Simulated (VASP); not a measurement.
Input of a VASP 6.6.1 run:

File INCAR:

```
SYSTEM = I
PREC     = Accurate       ! precision mode
ENCUT    = 520            ! plane-wave cutoff, eV
EDIFF    = 1E-7           ! SCF threshold, eV
ISMEAR   = 0              ! smearing method
SIGMA    = 0.1            ! smearing width, eV
LREAL    = .FALSE.        ! projectors in reciprocal space
LASPH    = .TRUE.         ! aspherical terms in the spheres
NELM     = 100            ! most SCF steps
ALGO     = Normal         ! electronic algorithm
ISIF     = 2              ! what is computed and relaxed
LWAVE    = .FALSE.        ! write WAVECAR
LCHARG   = .TRUE.         ! write CHGCAR
GGA      = PS             ! functional
LELF     = .TRUE.         ! ELF
LVHAR    = .TRUE.       
NBANDS   = 10             ! bands
```

File KPOINTS:

```
Automatic mesh
0
G
  6 6 8
  0 0 0
```

POSCAR

```
I
1.0
    2.5383465792     -3.7066249365      0.0000000000
    2.5383465792      3.7066249365      0.0000000000
   -1.6208748370      0.0000000000      2.3810977968
I
1
Direct
    0.5000000000      0.5000000000      0.5000000000
```

Potentials or basis: VASP PAW PBE potentials, release 64 (I).

Launch:

```sh
$ cat potpaw_PBE.64/I/POTCAR > POTCAR
$ mpirun -np 1 vasp_std > vasp.out
```

(1) Estimate the pressure.

Results:

(1) 0.1 GPa.

Caveat: the PAW data sets were made with another functional, which shifts forces and pressure a little; an odd number of electrons without spin polarisation forces a metal; a magnetic or distorted state may lie lower.
